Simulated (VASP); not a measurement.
Set up this calculation in VASP 6.6.1, as the native input.

```yaml
Task: single point
Functional: PBE
Potentials_or_basis: VASP PAW PBE potentials, release 64 (Li_sv, F)
Cutoff: 520 eV
k_mesh: 8 × 8 × 8
Occupations: gaussian, width 0.1 eV
Spin: no spin polarisation
Dipole_correction: no
Further_INCAR_settings: ALGO = Normal; EDIFF = 1e-06; NBANDS = 12
```

The structure of LiF lies in POSCAR:

```
LiF
1.0
    0.0000000000      2.0343867978      2.0343867978
    2.0343867978      0.0000000000      2.0343867978
    2.0343867978      2.0343867978      0.0000000000
Li F
1 1
Direct
    0.5000000000      0.5000000000      0.5000000000
    0.0000000000      0.0000000000      0.0000000000
```

The input as run:

INCAR

```
PREC     = Accurate       # precision mode
ENCUT    = 520            # plane-wave cutoff, eV
EDIFF    = 1E-6           # SCF threshold, eV
ISMEAR   = 0              # smearing method
SIGMA    = 0.1            # smearing width, eV
LREAL    = F              # projectors in reciprocal space
LASPH    = T              # aspherical terms in the spheres
NELM     = 80             # most SCF steps
ALGO     = Normal         # electronic algorithm
ISIF     = 2              # what is computed and relaxed
LWAVE    = F              # write WAVECAR
LCHARG   = F              # write CHGCAR
GGA      = PE             # functional
NBANDS   = 12             # bands
```

KPOINTS

```
regular mesh
0
Gamma
  8 8 8
```

Potentials or basis: VASP PAW PBE potentials, release 64 (Li_sv, F).

Run with:

```bash
$ cat potpaw_PBE.64/Li_sv/POTCAR potpaw_PBE.64/F/POTCAR > POTCAR
$ mpirun -np 1 vasp_std > vasp.out
```

It gave:

```yaml
Band_gap_on_the_k_mesh: 8.82 eV, direct
```

Run time: 6.4 s on 1 thread of Intel(R) Xeon(R) Platinum 8488C (Sapphire Rapids), with other jobs on the host, peak memory 0.13 GiB.
